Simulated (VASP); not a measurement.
Here is a VASP 6.6.1 calculation.

Contents of INCAR:

```
ALGO     = Normal         # electronic algorithm
EDIFF    = 1E-6           # SCF threshold, eV
ENCUT    = 500            # plane-wave cutoff, eV
GGA      = PS             # functional
GGA_COMPAT= F            
ISIF     = 2              # what is computed and relaxed
ISMEAR   = -1             # smearing method
ISYM     = -1           
LASPH    = T              # aspherical terms in the spheres
LCHARG   = F              # write CHGCAR
LREAL    = Auto         
LWAVE    = F              # write WAVECAR
NBANDS   = 166            # bands
NELM     = 120            # most SCF steps
PREC     = Accurate       # precision mode
SIGMA    = 0.05           # smearing width, eV
```

KPOINTS

```
explicit points
1
Reciprocal
  0.25000000   0.25000000   0.25000000 1
```

POSCAR

```
Be16Se3S13
1.0
    9.7853831151      0.0000000000      0.0000000000
    0.0000000000      9.7853831151      0.0000000000
    0.0000000000      0.0000000000      9.7853831151
Be S Se
32 26 6
Direct
    0.0049060000      0.0044550000      0.9954060000
    0.0058300000      0.0051400000      0.4960210000
    0.0012500000      0.4975250000      0.0013650000
    0.0001060000      0.4984920000      0.5007440000
    0.4932120000      0.0054300000      0.9960930000
    0.4985990000      0.0000010000      0.5010350000
    0.4989480000      0.4984420000      0.0003820000
    0.4938070000      0.4932070000      0.4958080000
    0.2492830000      0.2511720000      0.0000540000
    0.2488230000      0.2503080000      0.5012090000
    0.2439160000      0.7436650000      0.9964430000
    0.2495540000      0.7492780000      0.5003240000
    0.7553360000      0.2555230000      0.9964730000
    0.7497080000      0.2509700000      0.5002640000
    0.7498990000      0.7389600000      0.0005240000
    0.7504610000      0.7484750000      0.4913520000
    0.2448190000      0.0045890000      0.2549910000
    0.2487570000      0.0002930000      0.7483960000
    0.2489690000      0.4989700000      0.2496790000
    0.2492400000      0.4974630000      0.7493950000
    0.7500280000      0.0001990000      0.2595120000
    0.7503970000      0.0100640000      0.7489900000
    0.7504030000      0.4971990000      0.2500480000
    0.7546900000      0.4941260000      0.7536610000
    0.9994410000      0.2510470000      0.2495590000
    0.0018260000      0.2506070000      0.7486060000
    0.0063880000      0.7438390000      0.2547820000
    0.0044190000      0.7443720000      0.7541140000
    0.4938280000      0.2552230000      0.2550630000
    0.4989420000      0.2510280000      0.7491230000
    0.5036100000      0.7441680000      0.2544520000
    0.4882700000      0.7486760000      0.7485590000
    0.1251010000      0.1279840000      0.1254950000
    0.1264570000      0.1267770000      0.6250700000
    0.1252980000      0.6214020000      0.1257000000
    0.1264360000      0.6229180000      0.6253430000
    0.6236120000      0.1282460000      0.6239950000
    0.6250320000      0.6201340000      0.1269710000
    0.3732870000      0.3761280000      0.1255890000
    0.3732130000      0.3735370000      0.6252040000
    0.3719220000      0.8762250000      0.6238230000
    0.8768110000      0.3759080000      0.1256600000
    0.8768110000      0.3736670000      0.6252580000
    0.3731800000      0.1267950000      0.3781210000
    0.3719060000      0.1282840000      0.8724140000
    0.3734000000      0.6228960000      0.3754330000
    0.3718910000      0.6214680000      0.8752640000
    0.8766840000      0.1281550000      0.3768150000
    0.8783140000      0.1295030000      0.8738430000
    0.8769940000      0.6214550000      0.3742910000
    0.8782110000      0.6201510000      0.8767940000
    0.1250380000      0.3748580000      0.3755410000
    0.1253620000      0.3746850000      0.8751730000
    0.1266610000      0.8749470000      0.3768560000
    0.1264530000      0.8747590000      0.8738080000
    0.6246290000      0.3747400000      0.3755740000
    0.6251330000      0.3749020000      0.8752900000
    0.6235740000      0.8748520000      0.3769530000
    0.6248660000      0.1290700000      0.1267990000
    0.6235700000      0.6217040000      0.6240980000
    0.3720040000      0.8733840000      0.1267930000
    0.8779190000      0.8735450000      0.1266930000
    0.8778700000      0.8760100000      0.6240740000
    0.6237180000      0.8747610000      0.8738410000
```

Potentials or basis: VASP PAW PBE potentials, release 64 (Be, S, Se).

The run is started by

```bash
$ cat potpaw_PBE.64/Be/POTCAR potpaw_PBE.64/S/POTCAR potpaw_PBE.64/Se/POTCAR > POTCAR
$ mpirun -np 1 vasp_std > vasp.out
```

(1) Predict the pressure.

(2) Predict the largest force.

## Answers

(1) 0.2 GPa.

(2) 0.025 eV/Å.

Caveat: the PAW data sets were made with another functional, which shifts forces and pressure a little.
